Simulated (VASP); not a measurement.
# YPd (Cmcm) in VASP: single point with LDA

Aim: the single point of YPd with LDA.

All numbers are computed with VASP 6.6.1; they aren't measurements. Logs are shortened: lines on timing, memory, paths and dates and some standing lists are left out, and cuts for length are marked.

### Step 1. The cell of the first run

It takes space group Cmcm (No. 63, orthorhombic). The conventional cell has a = 3.735 Å, b = 10.507 Å, c = 4.555 Å, α = 90.00°, β = 90.00°, γ = 90.00°. Y (site symmetry m2m) has 7 Pd at 2.92 to 3.00 Å and 8 Y at 3.67 to 3.78 Å within 3.8 Å. Pd (site symmetry m2m) has 4 Pd at 2.90 to 3.74 Å and 7 Y at 2.92 to 3.00 Å within 3.8 Å.

### Step 2. Single point, LDA

The input, INCAR:

```
PREC     = Accurate       # precision mode
ENCUT    = 520            # plane-wave cutoff, eV
EDIFF    = 1E-6           # SCF threshold, eV
ISMEAR   = 1              # smearing method
SIGMA    = 0.1            # smearing width, eV
LREAL    = False          # projectors in reciprocal space
LASPH    = True           # aspherical terms in the spheres
NELM     = 80             # most SCF steps
ALGO     = Normal         # electronic algorithm
ISIF     = 2              # what is computed and relaxed
LWAVE    = False          # write WAVECAR
LCHARG   = True           # write CHGCAR
GGA      = CA             # functional
LELF     = True           # ELF
LVHAR    = True         
NBANDS   = 29             # bands
```

The input, KPOINTS:

```
Automatic mesh
0
Gamma
  7 7 5
```

The input, POSCAR:

```
YPd
1.0
    1.8675670000     -5.2536270000      0.0000000000
    1.8675670000      5.2536270000      0.0000000000
    0.0000000000      0.0000000000      4.5550310000
Y Pd
2 2
Direct
    0.8630270000      0.1369730000      0.7500000000
    0.1369730000      0.8630270000      0.2500000000
    0.5851680000      0.4148320000      0.7500000000
    0.4148320000      0.5851680000      0.2500000000
```

Potentials or basis: VASP PAW LDA potentials, release 64 (Y_sv, Pd).

Command:

```console
$ cat potpaw_LDA.64/Y_sv/POTCAR potpaw_LDA.64/Pd/POTCAR > POTCAR
$ mpirun -np 1 vasp_std > vasp.out
```

OUTCAR:

```text
PREC = Accurate
   ENCUT = 520
   EDIFF = 1E-6
   ISMEAR = 1
   LREAL = False
   LASPH = True
   NELM = 80
   ISIF = 2
   GGA = CA

 ion  position               nearest neighbor table
   1  0.863  0.137  0.750-   3 2.92   3 2.99   3 2.99   4 3.00   4 3.00   4 3.00   4 3.00   2 3.67
                             2 3.67   2 3.78   2 3.78   2 3.78   2 3.78
   2  0.137  0.863  0.250-   4 2.92   4 2.99   4 2.99   3 3.00   3 3.00   3 3.00   3 3.00   1 3.67
                             1 3.67   1 3.78   1 3.78   1 3.78   1 3.78
   3  0.585  0.415  0.750-   4 2.90   4 2.90   1 2.92   1 2.99   1 2.99   2 3.00   2 3.00   2 3.00
                             2 3.00
   4  0.415  0.585  0.250-   3 2.90   3 2.90   2 2.92   2 2.99   2 2.99   1 3.00   1 3.00   1 3.00
                             1 3.00

  LATTYP: Found a base centered orthorhombic cell.
 ALAT       =     3.7351340000
 B/A-ratio  =     2.8130862239
 C/A-ratio  =     1.2195093938

  Lattice vectors:

 A1 = (   1.8675670000,  -5.2536270000,   0.0000000000)
 A2 = (   1.8675670000,   5.2536270000,   0.0000000000)
 A3 = (   0.0000000000,   0.0000000000,   4.5550310000)

Analysis of symmetry for initial positions (statically):
=====================================================================
 Subroutine PRICEL returns:
 Original cell was already a primitive cell.

 Routine SETGRP: Setting up the symmetry group for a
 base centered orthorhombic supercell.

 Subroutine GETGRP returns: Found  8 space group operations
 (whereof  4 operations were pure point group operations)
 out of a pool of  8 trial point group operations.

The static configuration has the point symmetry C_2h.
 The point group associated with its full space group is D_2h.

Analysis of symmetry for dynamics (positions and initial velocities):
=====================================================================
 Subroutine PRICEL returns:
 Original cell was already a primitive cell.

 Routine SETGRP: Setting up the symmetry group for a
 base centered orthorhombic supercell.

 Subroutine GETGRP returns: Found  8 space group operations
 (whereof  4 operations were pure point group operations)
 out of a pool of  8 trial point group operations.

The dynamic configuration has the point symmetry C_2h.
 The point group associated with its full space group is D_2h.

 Subroutine INISYM returns: Found  8 space group operations
 (whereof  4 operations are pure point group operations),
 and found     1 'primitive' translations

----------------------------------------------------------------------------------------

                                     Primitive cell

  volume of cell :      89.3834

  direct lattice vectors                    reciprocal lattice vectors
     1.867567000 -5.253627000  0.000000000     0.267728012 -0.095172345  0.000000000
     1.867567000  5.253627000  0.000000000     0.267728012  0.095172345  0.000000000
     0.000000000  0.000000000  4.555031000     0.000000000  0.000000000  0.219537474

  length of vectors
     5.575697549  5.575697549  4.555031000     0.284140922  0.284140922  0.219537474

  position of ions in fractional coordinates (direct lattice)
     0.863027000  0.136973000  0.750000000
     0.136973000  0.863027000  0.250000000
     0.585168000  0.414832000  0.750000000
     0.414832000  0.585168000  0.250000000

  ion indices of the primitive-cell ions
   primitive index   ion index
                 1           1
                 2           2
                 3           3
                 4           4

----------------------------------------------------------------------------------------

 KPOINTS: Automatic mesh

Automatic generation of k-mesh.
 Grid dimensions read from file:
 generate k-points for:    7    7    5

 Generating k-lattice:

  Cartesian coordinates                     Fractional coordinates (reciprocal lattice)
     0.038246859 -0.013596049  0.000000000     0.142857143  0.000000000  0.000000000
     0.038246859  0.013596049  0.000000000     0.000000000  0.142857143  0.000000000
     0.000000000  0.000000000  0.043907495     0.000000000  0.000000000  0.200000000

  Length of vectors
     0.040591560  0.040591560  0.043907495

  Shift w.r.t. Gamma in fractional coordinates (k-lattice)
     0.000000000  0.000000000  0.000000000

 Subroutine IBZKPT returns following result:
 ===========================================

 Found     48 irreducible k-points:

 Following reciprocal coordinates:
            Coordinates               Weight
  0.000000  0.000000  0.000000      1.000000
  0.142857 -0.000000  0.000000      4.000000
  0.285714 -0.000000  0.000000      4.000000
  0.428571 -0.000000  0.000000      4.000000
  0.142857  0.142857  0.000000      2.000000
  0.285714  0.142857  0.000000      4.000000
[... 16 lines left out ...]
  0.428571  0.142857  0.200000      8.000000
 -0.428571  0.142857  0.200000      8.000000
 [... further k-points ...]
   k-points           NKPTS =     48   k-points in BZ     NKDIM =     48   number of bands    NBANDS=     29
   number of dos      NEDOS =    301   number of ions     NIONS =      4
   total plane-waves  NPLWV =  63504
   dimension x,y,z NGX =    42 NGY =   42 NGZ =   36
   dimension x,y,z NGXF=    84 NGYF=   84 NGZF=   72
   ions per type =               2   2
   NGX,Y,Z   is equivalent  to a cutoff of  12.52, 12.52, 13.14 a.u.
   NGXF,Y,Z  is equivalent  to a cutoff of  25.05, 25.05, 26.28 a.u.
 SYSTEM =  unknown system
   PREC   = accura    normal or accurate (medium, high low for compatibility)
   ISTART =      0    job   : 0-new  1-cont  2-samecut
   ICHARG =      2    charge: 1-file 2-atom 10-const
   ISPIN  =      1    spin polarized calculation?
   LNONCOLLINEAR =      F non collinear calculations
   LSORBIT =      F    spin-orbit coupling
   LASPH  =      T    aspherical Exc in radial PAW
   ENCUT  =  520.0 eV  38.22 Ry    6.18 a.u.  10.37 10.37  8.47*2*pi/ulx,y,z
   NELM   =     80;   NELMIN=  2; NELMDL= -5     # of ELM steps
   EDIFF  = 0.1E-05   stopping-criterion for ELM
   LREAL  =      F    real-space projection
   EDIFFG = 0.1E-04   stopping-criterion for IOM
   NSW    =      0    number of steps for IOM
   IBRION =     -1    ionic relax: 0-MD 1-quasi-New 2-CG
   NFREE  =      0    steps in history (QN), initial steepest desc. (CG)
   ISIF   =      2    stress and relaxation
   ISYM   =      2    0-nonsym 1-usesym 2-fastsym
   POTIM  = 0.5000    time-step for ionic-motion
   TEBEG  =    0.0;   TEEND  =   0.0 temperature during run
   PSTRESS=    0.0 pullay stress
   NELECT =      42.0000    total number of electrons
   NUPDOWN=      -1.0000    fix difference up-down
   EMIN   =  10.00;   EMAX   =-10.00  energy-range for DOS
   EFERMI =   0.00;   METHOD = LEGACY
   ISMEAR =     1;   SIGMA  =   0.10  broadening in eV -4-tet -1-fermi 0-gaus
   EFERMI_NEDOS =   21; number of points for ismear=-14 and -15
   IALGO  =     38    algorithm
   IMIX   =      4    mixing-type and parameters
     AMIX     =   0.40;   BMIX     =  1.00
     AMIX_MAG =   1.60;   BMIX_MAG =  1.00
  volume/ion in A,a.u.               =      22.35       150.80
  Fermi-wavevector in a.u.,A,eV,Ry     =   1.272738  2.405126 22.039560  1.619862
  Thomas-Fermi vector in A             =   2.405600
   LORBIT       =      0    0 simple, 1 ext, 2 COOP (PROOUT), +10 PAW based schemes
   GGA     = CA    functional components
   LHFCALC =     F    Hartree Fock is set to
   AEXX    =    0.0000 exact exchange contribution
   IVDW    =     0    specifies the selected vdW correction
   LEPSILON=     F    determine dielectric tensor
   LRPA    =     F    only Hartree local field effects (RPA)
 non-spin polarized calculation
 Methfessel and Paxton  Order N= 1 SIGMA  =   0.10
  energy-cutoff  :      520.00
  volume of cell :       89.38
 maximum number of plane-waves:      2424
 NGX is ok and might be reduce to    42
   NGX = 21   NGY = 21   NGZ = 17

 number of electron      41.9999998 magnetization

 Free energy of the ion-electron system (eV)
  ---------------------------------------------------
  ext. energy  EPLUGINS =         0.00000000
  ---------------------------------------------------
  free energy    TOTEN  =       -30.44193541 eV

  energy without entropy =      -30.44227501  energy(sigma->0) =      -30.44204861

 E-fermi :   5.5539     XC(G=0): -11.1603

 val. band max:        5.5534480658   @ k =  -0.1429   0.1429   0.2000
 cond. band min:       5.5586195633   @ k =   0.1429  -0.0000   0.4000
 fundamental gap:      0.0051714975
 Fermi energy:         5.5539494242

 k-point     1 :       0.0000    0.0000    0.0000
  band No.  band energies     occupation
      1     -36.8152      2.00000
      2     -36.7753      2.00000
      3     -17.0885      2.00000
      4     -16.9995      2.00000
      5     -16.8481      2.00000
      6     -16.8149      2.00000
[... 21 lines left out ...]
     28       9.5003      0.00000
     29      10.0870      0.00000

 k-point     2 :       0.1429   -0.0000    0.0000
  band No.  band energies     occupation
      1     -36.8108      2.00000
      2     -36.7743      2.00000
      3     -17.0788      2.00000
      4     -16.9904      2.00000
      5     -16.8977      2.00000
      6     -16.8489      2.00000
[... 21 lines left out ...]
     28       8.9540      0.00000
     29       9.8716      0.00000

 k-point     3 :       0.2857   -0.0000    0.0000
  band No.  band energies     occupation
      1     -36.8003      2.00000
      2     -36.7726      2.00000
      3     -17.0637      2.00000
      4     -16.9964      2.00000
      5     -16.9669      2.00000
      6     -16.9317      2.00000
[... 21 lines left out ...]
     28       9.3984      0.00000
     29       9.7951      0.00000

 k-point     4 :       0.4286   -0.0000    0.0000
  band No.  band energies     occupation
      1     -36.7906      2.00000
      2     -36.7726      2.00000
      3     -17.0801      2.00000
      4     -17.0738      2.00000
      5     -16.9606      2.00000
      6     -16.9416      2.00000
[... 597 lines left out ...]
     28       9.6872      0.00000
     29      10.2975      0.00000

 k-point    23 :       0.4286    0.1429    0.2000
  band No.  band energies     occupation
      1     -36.7869      2.00000
      2     -36.7759      2.00000
      3     -17.0830      2.00000
      4     -17.0564      2.00000
      5     -16.9845      2.00000
      6     -16.9273      2.00000
[... 21 lines left out ...]
     28       9.7813      0.00000
     29      10.1686      0.00000

 k-point    24 :      -0.4286    0.1429    0.2000
  band No.  band energies     occupation
      1     -36.7938      2.00000
      2     -36.7782      2.00000
      3     -17.0472      2.00000
      4     -17.0148      2.00000
      5     -16.9563      2.00000
      6     -16.9121      2.00000
[... 21 lines left out ...]
     28       9.4039      0.00000
     29       9.8174      0.00000

 [... further k-points ...]
[... 5 lines left out ...]
  --------------------------------------------------------------------------------------
  -------------------------------------------------------------------------------------
  Total       -3.2270524     -3.4294516     -3.3455074      0.0000000      0.0000000      0.0000000
  in kB      -57.8442027    -61.4721644    -59.9674819      0.0000000      0.0000000      0.0000000
  external PRESSURE =     -59.7612830 kB  Pullay stress =       0.0000000 kB

 VOLUME and BASIS-vectors are now :
 -----------------------------------------------------------------------------
  energy-cutoff  :      520.00
  volume of cell :       89.38
      direct lattice vectors                 reciprocal lattice vectors
     1.867567000 -5.253627000  0.000000000     0.267728012 -0.095172345  0.000000000
     1.867567000  5.253627000  0.000000000     0.267728012  0.095172345  0.000000000
     0.000000000  0.000000000  4.555031000     0.000000000  0.000000000  0.219537474

 POSITION                                       TOTAL-FORCE (eV/Angst)
 -----------------------------------------------------------------------------------
      1.86757     -3.81442      3.41627         0.000000     -0.075632     -0.000000
      1.86757      3.81442      1.13876         0.000000      0.075632     -0.000000
      1.86757     -0.89488      3.41627         0.000000      0.057596     -0.000000
      1.86757      0.89488      1.13876         0.000000     -0.057596      0.000000
 -----------------------------------------------------------------------------------
    total drift:                                0.000000     -0.000000     -0.000000

  FREE ENERGIE OF THE ION-ELECTRON SYSTEM (eV)
  ---------------------------------------------------
  free  energy   TOTEN  =       -30.4419354082 eV

  energy  without entropy=      -30.4422750132  energy(sigma->0) =      -30.44204861
```

Wall time 2.4 min (1 thread of AMD EPYC 7R13 (Zen 3), shared host); peak memory 0.25 GiB.

What came out:

- Free energy: -30.4419 eV
- Pressure: -6.0 GPa
- Largest force: 0.076 eV/Å
- Band gap on the k mesh: zero (bands 21 and 22 overlap by 1.18 eV)

Forces on the atoms (eV/Å):
```
Y    0.000 -0.076  0.000
Y    0.000  0.076  0.000
Pd   0.000  0.058  0.000
Pd   0.000 -0.058  0.000
```

Stress tensor (GPa, compression positive):
```
-5.78  0.00  0.00
 0.00 -6.15  0.00
 0.00  0.00 -6.00
```

Caveat: the cell stands under tension.
